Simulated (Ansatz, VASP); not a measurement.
## Ta in VASP and in Ansatz

File INCAR:

```
ALGO = Fast
EDIFF = 1E-6
ENCUT = 520
GGA = CA
ISIF = 2
ISMEAR = 1
LASPH = T
LCHARG = F
LREAL = F
LWAVE = F
NBANDS = 12
NELM = 60
PREC = Accurate
SIGMA = 0.02
```

KPOINTS

```
k-points
0
Gamma
  22 22 22
```

The input POSCAR:

```
Ta
1.0
   -1.8535924404      1.8535924404      1.3104898553
    1.8535924404     -1.8535924404      1.3104898553
    1.8535924404      1.8535924404     -1.3104898553
Ta
1
Direct
    0.0000000000      0.0000000000      0.0000000000
```

Input for Ansatz:

```yaml
crystal:
  lattice:
    - [-1.8535924404, 1.8535924404, 1.3104898553]
    - [1.8535924404, -1.8535924404, 1.3104898553]
    - [1.8535924404, 1.8535924404, -1.3104898553]
  atoms:
    - { symbol: Ta, position: [0.0, 0.0, 0.0] }
basis:
  ecutwfc: 420
kpoints:
  mp_grid: { grid: [22, 22, 22] }
hamiltonian:
  xc: lda
scf:
  occupations: { method: methfessel_paxton, width: 0.02 }
output:
  forces: true
  stress: true
  eigenvalues: true
```

Alike in both runs: task single point; functional LDA; k mesh 22 × 22 × 22; occupations methfessel-paxton of order 1, width 0.02 eV; no spin polarisation.

```csv
,VASP,Ansatz
version,VASP 6.6.1,Ansatz 0.2.0
potentials or method,"VASP PAW LDA potentials, release 64 (Ta_pv), cutoff 520 eV","scalar-relativistic, plane waves, PAW"
valence electrons in the cell,11,13
```

|  | VASP | Ansatz | Ansatz less VASP |
| --- | --- | --- | --- |
| gap on the k mesh at the Fermi level (eV) | none | none | - |
| pressure (GPa) | -0.2 | -0.9 | -0.74 |
| traceless stress, the component that is largest in VASP (GPa) | 12.66 | 12.67 | +0.012 |

LDA's correlation is that of Perdew and Zunger in VASP and of Perdew and Wang (1992) in Ansatz. A gap of «none» marks a metal or a gap that the smearing closes. VASP's potentials hold 11 valence electrons a cell and Ansatz's 13, so a difference there can come from the potentials and not from the codes.

Neither program's run includes spin-orbit coupling.
